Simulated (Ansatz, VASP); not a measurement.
## Two plane-wave programs on KZnF3

The input INCAR:

```
PREC = Accurate
ENCUT = 520
EDIFF = 1E-7
ISMEAR = 0
SIGMA = 0.05
LREAL = F
LASPH = T
NELM = 80
ALGO = Normal
ISIF = 2
LWAVE = F
LCHARG = T
LELF = T
LVHAR = T
NBANDS = 29
```

KPOINTS

```
Automatic mesh
0
Gamma
  6 6 6
```

The input POSCAR:

```
KZnF3
1.0
    4.0500000000      0.0000000000      0.0000000000
    0.0000000000      4.0500000000      0.0000000000
    0.0000000000      0.0000000000      4.0500000000
K Zn F
1 1 3
Direct
    0.0000000000      0.0000000000      0.0000000000
    0.5000000000      0.5000000000      0.5000000000
    0.4738108600      0.4738108600     -0.0740740741
    0.0000000000      0.5000000000      0.5000000000
    0.5000000000      0.0000000000      0.5000000000
```

Input for Ansatz:

```yaml
crystal:
  lattice:
    - [4.05, 0.0, 0.0]
    - [0.0, 4.05, 0.0]
    - [0.0, 0.0, 4.05]
  atoms:
    - { symbol: K, position: [0.0, 0.0, 0.0] }
    - { symbol: Zn, position: [0.5, 0.5, 0.5] }
    - { symbol: F, position: [0.47381086, 0.47381086, -0.0740740741] }
    - { symbol: F, position: [0.0, 0.5, 0.5] }
    - { symbol: F, position: [0.5, 0.0, 0.5] }
basis:
  ecutwfc: 420
kpoints:
  mp_grid: { grid: [6, 6, 6] }
hamiltonian:
  xc: lda
scf:
  occupations: { method: gaussian, width: 0.05 }
output:
  forces: true
  stress: true
  eigenvalues: true
```

Alike in both runs: task single point; functional LDA; k mesh 6 × 6 × 6; occupations gaussian, width 0.05 eV; no spin polarisation.

|  | VASP | Ansatz |
| --- | --- | --- |
| version | VASP 6.6.1 | Ansatz 0.2.0 |
| potentials or method | VASP PAW LDA potentials, release 64 (K_sv, Zn, F), cutoff 520 eV | scalar-relativistic, plane waves, PAW |
| valence electrons in the cell | 42 | 42 |

|  | VASP | Ansatz | Ansatz less VASP |
| --- | --- | --- | --- |
| gap on the k mesh at the Fermi level (eV) | 3.35 | 3.39 | +0.046 |
| least direct gap on the mesh (eV) | 5.11 | 5.15 | +0.039 |
| pressure (GPa) | 1.1 | 0.6 | -0.56 |
| traceless stress, the component that is largest in VASP (GPa) | 8.00 | 7.67 | -0.329 |
| rms of the force components (eV/Å) | 1.477 | 1.390 | -0.0867 |

LDA's correlation is that of Perdew and Zunger in VASP and of Perdew and Wang (1992) in Ansatz. Atom by atom the forces differ by 0.088 eV/Å (rms over components).
